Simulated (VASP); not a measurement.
TiAl, 2 atoms in the cell. The structure is tetragonal, space group P4/mmm (No. 123). Conventional cell: a = 2.811 Å, b = 2.811 Å, c = 4.066 Å, α = 90.00°, β = 90.00°, γ = 90.00°. Within 3.7 Å of Ti (site symmetry 4/mmm) lie 4 Ti at 2.81 Å and 8 Al at 2.84 Å. Al (site symmetry 4/mmm) has 4 Al at 2.81 Å and 8 Ti at 2.84 Å within 3.7 Å. 

```yaml
Program: VASP 6.6.1
Task: relaxation of cell and atoms
Functional: LDA
Potentials_or_basis: VASP PAW LDA potentials, release 64 (Ti_sv, Al)
Cutoff: 600 eV
k_mesh: 12 × 12 × 8
Occupations: gaussian, width 0.1 eV
Spin: no spin polarisation
Dipole_correction: no
Further_INCAR_settings: ALGO = Fast; EDIFF = 1e-07; IBRION = 2; EDIFFG = -0.002; NSW = 100; ISIF = 3
```

Potentials or basis: VASP PAW LDA potentials, release 64 (Ti_sv, Al).

Command:

```console
$ cat potpaw_LDA.64/Ti_sv/POTCAR potpaw_LDA.64/Al/POTCAR > POTCAR
$ mpirun -np 1 vasp_std > vasp.out
```

Hardware: 1 thread of Intel Xeon 8259CL, with other jobs on the host.

Question: How long does it take, and how much memory?

Answer: Run time: 15 min on 1 thread of Intel Xeon 8259CL (shared host), peak memory 0.21 GiB. Counts: scf iterations 189, k points 140, ion steps 13.
